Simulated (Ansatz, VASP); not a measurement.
## ZnO in VASP and in Ansatz

```
Zn O
1.0
     2.64617    0.00000    0.00000
     0.00000    2.64617    0.00000
     0.00000    0.00000    2.64617
Zn O
1 1
Direct
  0.00000 0.00000 0.00000
  0.50000 0.50000 0.50000
```

Alike in both runs: task single point; functional PBE; k mesh 6 × 6 × 6; occupations gaussian, width 0.05 eV; no spin polarisation.

```csv
,VASP,Ansatz
version,VASP 6.6.1,Ansatz 0.2.0
potentials or method,"VASP PAW PBE potentials, release 64 (Zn, O)",plane waves
plane-wave cutoff (eV),600,420
valence electrons in the cell,18,18
```

VASP gave:

* pressure (GPa): 9.1

Question: Estimate Ansatz's values.

Answer: Pressure (GPa): 8.5.

With one functional, cell and mesh, what is left measures potentials, basis and numerics.

The k mesh is coarse, so the values compare programs but aren't converged.
